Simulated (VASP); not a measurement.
# BP: single point with PBEsol

The system is BP.

```
B P
1.0
     2.24857    2.24857    0.00000
    -2.24857    2.24857    0.00000
     0.00000    0.00000    4.65581
B P
2 2
Direct
  0.00000 0.00000 0.00000
  0.50000 0.50000 0.50000
  0.50000 0.00000 0.75000
  0.00000 0.50000 0.25000
```

This cell differs from its parent crystal: uniaxial strain along c: +3.0 %, then relaxed in part.

| Quantity | Value |
| --- | --- |
| Program | VASP 6.6.1 |
| Task | single point |
| Functional | PBEsol |
| Potentials or basis | VASP PAW PBE potentials, release 64 (B, P) |
| Cutoff | 520 eV |
| k mesh | 8 × 8 × 6 |
| Occupations | gaussian, width 0.02 eV |
| Spin | no spin polarisation |
| Dipole correction | no |
| Further INCAR settings | ALGO = Normal; EDIFF = 1e-06; NBANDS = 16 |

```yaml
Pressure: -3.1 GPa
Band_gap_on_the_k_mesh: 0.91 eV
```

Stress tensor (GPa, compression positive):
```
 0.11  0.00  0.00
 0.00  0.11  0.00
 0.00  0.00 -9.44
```

Levels at points of the mesh, in eV from the valence-band top:
```tsv
k point	band 4	band 5	band 6	band 7	band 8	band 9	band 10	band 11	band 12	band 13
(0.00, 0.00, 0.00)	-3.99	-3.99	-0.35	0.00	0.00	1.38	1.73	3.17	3.17	3.36
(0.50, 0.00, 0.00)	-6.71	-5.55	-5.55	-1.80	-1.80	3.96	3.96	6.19	6.19	7.02
(0.50, 0.50, 0.00)	-8.57	-4.39	-4.39	-4.32	-4.32	1.00	1.00	1.25	1.25	11.50
(0.00, 0.00, 0.50)	-4.08	-2.67	-2.67	-2.67	-2.67	1.87	1.87	4.73	4.73	7.51
(0.50, 0.00, 0.50)	-9.16	-2.10	-2.10	-1.65	-1.65	3.40	3.40	4.53	4.53	4.70
(0.50, 0.50, 0.50)	-8.08	-5.82	-5.82	-5.58	-5.58	4.80	4.80	6.11	6.11	6.63
```

It took 53 s on 1 thread of AMD EPYC 7R13, on a shared host, peak memory 0.14 GiB.

Caveat: the cell differs from its parent crystal (uniaxial strain along c: +3.0 %, then relaxed in part); the PAW data sets were made with another functional, which shifts forces and pressure a little. A k mesh can miss the band edges.
